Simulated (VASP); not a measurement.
# ZnS (F-43m) in VASP: a series of runs, part 2 of 2

VASP 6.6.1.

**5. Single point, PBEsol**

This run uses another cell than the first one, of 19.21 Å³/atom.

The input, INCAR:

```
PREC = Accurate
ENCUT = 500
EDIFF = 1E-6
ISMEAR = 0
SIGMA = 0.01
LREAL = F
LASPH = T
NELM = 120
ALGO = Normal
ISIF = 2
LWAVE = F
LCHARG = F
GGA = PS
NBANDS = 16
GGA_COMPAT = F
```

The input, KPOINTS:

```
regular mesh
0
Gamma
  8 8 8
```

The input, POSCAR:

```
ZnS
1.0
    0.0000000000      2.6783138069      2.6783138069
    2.6783138069      0.0000000000      2.6783138069
    2.6783138069      2.6783138069      0.0000000000
Zn S
1 1
Direct
    0.0000000000      0.0000000000      0.0000000000
    0.2500000000      0.2500000000      0.2500000000
```

Potentials or basis: VASP PAW PBE potentials, release 64 (Zn, S).

Run with:

```
$ cat potpaw_PBE.64/Zn/POTCAR potpaw_PBE.64/S/POTCAR > POTCAR
$ mpirun -np 1 vasp_std > vasp.out
```

OUTCAR:

```text
PREC = Accurate
   ENCUT = 500
   EDIFF = 1E-6
   ISMEAR = 0
   LREAL = F
   LASPH = T
   NELM = 120
   ISIF = 2
   GGA = PS

 ion  position               nearest neighbor table
   1  0.000  0.000  0.000-   2 2.32   2 2.32   2 2.32   2 2.32
   2  0.250  0.250  0.250-   1 2.32   1 2.32   1 2.32   1 2.32

  LATTYP: Found a face centered cubic cell.
 ALAT       =     5.3566276138

  Lattice vectors:

 A1 = (   0.0000000000,   2.6783138069,   2.6783138069)
 A2 = (   2.6783138069,   0.0000000000,   2.6783138069)
 A3 = (   2.6783138069,   2.6783138069,   0.0000000000)

Analysis of symmetry for initial positions (statically):
=====================================================================
 Subroutine PRICEL returns:
 Original cell was already a primitive cell.

 Routine SETGRP: Setting up the symmetry group for a
 face centered cubic supercell.

 Subroutine GETGRP returns: Found 24 space group operations
 (whereof 24 operations were pure point group operations)
 out of a pool of 48 trial point group operations.

The static configuration has the point symmetry T_d .

Analysis of symmetry for dynamics (positions and initial velocities):
[... 161 lines left out ...]
 val. band max:        2.2639032315   @ k =   0.0000   0.0000   0.0000
 cond. band min:       4.3560757323   @ k =   0.0000   0.0000   0.0000
 fundamental gap:      2.0921725008
 Fermi energy:         2.3161674694

 k-point     1 :       0.0000    0.0000    0.0000
  band No.  band energies     occupation
      1     -11.0803      2.00000
      2      -4.2187      2.00000
      3      -4.2187      2.00000
      4      -4.2187      2.00000
      5      -3.6878      2.00000
      6      -3.6878      2.00000
[... 433 lines left out ...]
      3      -4.0254      2.00000
      4      -3.7549      2.00000
      5      -3.6756      2.00000
      6      -3.4035      2.00000
[... 8 lines left out ...]
     15      15.7149      0.00000
     16      16.5992      0.00000

 [... further k-points ...]

------------------------ aborting loop because EDIFF is reached ----------------------------------------

  FORCE on cell =-STRESS in cart. coord.  units (eV):
  Direction    XX          YY          ZZ          XY          YZ          ZX
  --------------------------------------------------------------------------------------
  -------------------------------------------------------------------------------------
  Total        0.0443294      0.0443294      0.0443294      0.0000000      0.0000000      0.0000000
  in kB        1.8483665      1.8483665      1.8483665      0.0000000      0.0000000      0.0000000
  external PRESSURE =       1.8483665 kB  Pullay stress =       0.0000000 kB

 VOLUME and BASIS-vectors are now :
 -----------------------------------------------------------------------------
  energy-cutoff  :      500.00
  volume of cell :       38.43
      direct lattice vectors                 reciprocal lattice vectors
     0.000000000  2.678313807  2.678313807    -0.186684622  0.186684622  0.186684622
     2.678313807  0.000000000  2.678313807     0.186684622 -0.186684622  0.186684622
     2.678313807  2.678313807  0.000000000     0.186684622  0.186684622 -0.186684622

 POSITION                                       TOTAL-FORCE (eV/Angst)
 -----------------------------------------------------------------------------------
      0.00000      0.00000      0.00000         0.000000      0.000000      0.000000
      1.33916      1.33916      1.33916        -0.000000     -0.000000     -0.000000
 -----------------------------------------------------------------------------------
    total drift:                                0.000001      0.000001      0.000001

  FREE ENERGIE OF THE ION-ELECTRON SYSTEM (eV)
  ---------------------------------------------------
  free  energy   TOTEN  =        -7.5884086942 eV

  energy  without entropy=       -7.5884086942  energy(sigma->0) =       -7.58840869
```

OSZICAR:

```text
N       E                     dE             d eps       ncg     rms          rms(c)
DAV:   1     0.888463875692E+02    0.88846E+02   -0.87274E+03   928   0.133E+03
DAV:   2    -0.227848854678E+01   -0.91125E+02   -0.85631E+02  1048   0.261E+02
DAV:   3    -0.794195291693E+01   -0.56635E+01   -0.56407E+01  1184   0.635E+01
DAV:   4    -0.799596186219E+01   -0.54009E-01   -0.54002E-01  1136   0.640E+00
DAV:   5    -0.799659576620E+01   -0.63390E-03   -0.63389E-03  1208   0.663E-01    0.701E+00
DAV:   6    -0.761219652865E+01    0.38440E+00   -0.79093E-01  1320   0.328E+01    0.548E+00
DAV:   7    -0.759189334245E+01    0.20303E-01   -0.24310E-01  1112   0.491E+00    0.264E+00
DAV:   8    -0.758853243793E+01    0.33609E-02   -0.53387E-03  1336   0.962E-01    0.619E-01
DAV:   9    -0.758833343161E+01    0.19901E-03   -0.96401E-04  1136   0.269E-01    0.922E-02
DAV:  10    -0.758841742339E+01   -0.83992E-04   -0.16104E-04  1144   0.918E-02    0.238E-02
DAV:  11    -0.758840835976E+01    0.90636E-05   -0.27337E-05  1080   0.422E-02    0.531E-03
DAV:  12    -0.758840869425E+01   -0.33449E-06   -0.33032E-06  1224   0.139E-02
   1 F= -.75884087E+01 E0= -.75884087E+01  d E =-.453175E-16
```

stdout:

```text
POSCAR found type information on POSCAR ZnS
 POSCAR found :  2 types and       2 ions
 scaLAPACK will be used
 -----------------------------------------------------------------------------
|                                                                             |
|                                                                             |
|     You enforced a specific xc type in the INCAR file but a different       |
|     I HOPE YOU KNOW WHAT YOU ARE DOING!                                     |
|                                                                             |
 -----------------------------------------------------------------------------

 LDA part: xc-table for (Slater+PW92), standard interpolation
 POSCAR, INCAR and KPOINTS ok, starting setup
 FFT: planning ... GRIDC
 FFT: planning ... GRID_SOFT
 FFT: planning ... GRID
 WAVECAR not read
 entering main loop
```

It took 24 s on 1 thread of Intel Xeon 8259CL, shared host; peak memory 0.16 GiB.

What came out:

| Quantity | Value |
| --- | --- |
| Free energy | -7.5884 eV |
| Pressure | 0.2 GPa |
| Band gap on the k mesh | 2.09 eV |

Levels at points of the mesh, in eV from the valence-band top:
| k point | band 5 | band 6 | band 7 | band 8 | band 9 | band 10 | band 11 | band 12 | band 13 | band 14 |
| --- | --- | --- | --- | --- | --- | --- | --- | --- | --- | --- |
| (0.00, 0.00, 0.00) | -5.95 | -5.95 | 0.00 | 0.00 | 0.00 | 2.09 | 6.29 | 6.29 | 6.29 | 11.77 |
| (0.50, 0.00, 0.00) | -5.92 | -5.75 | -5.54 | -0.92 | -0.92 | 3.24 | 6.82 | 6.82 | 8.79 | 12.08 |
| (0.50, 0.50, 0.00) | -5.87 | -5.73 | -4.71 | -2.35 | -2.35 | 3.18 | 3.96 | 11.02 | 12.06 | 12.06 |

Caveat: the PAW data sets were made with another functional, which shifts forces and pressure a little.

**6. The runs side by side**

```tsv
cell	k mesh	smearing	gap on the mesh (eV)	pressure (GPa)
a = 3.825 Å, angles 60.0°, 2 atoms	6 × 6 × 6	gaussian 0.1 eV	1.96	-2.0
a = 3.788 Å, angles 60.0°, 2 atoms	8 × 8 × 8	gaussian 0.02 eV	2.09	0.2
a = 3.788 Å, angles 60.0°, 2 atoms	8 × 8 × 8	gaussian 0.01 eV	2.09	0.2
```

Alike in all rows: task single point; level PBEsol; potentials or basis VASP PAW PBE potentials, release 64 (Zn, S); no spin polarisation; cutoff (eV) 500.

Caveats: the PAW data sets were made with another functional, which shifts forces and pressure a little.

Total energies depend on the potentials used, so only differences within one code and one set of settings carry meaning.
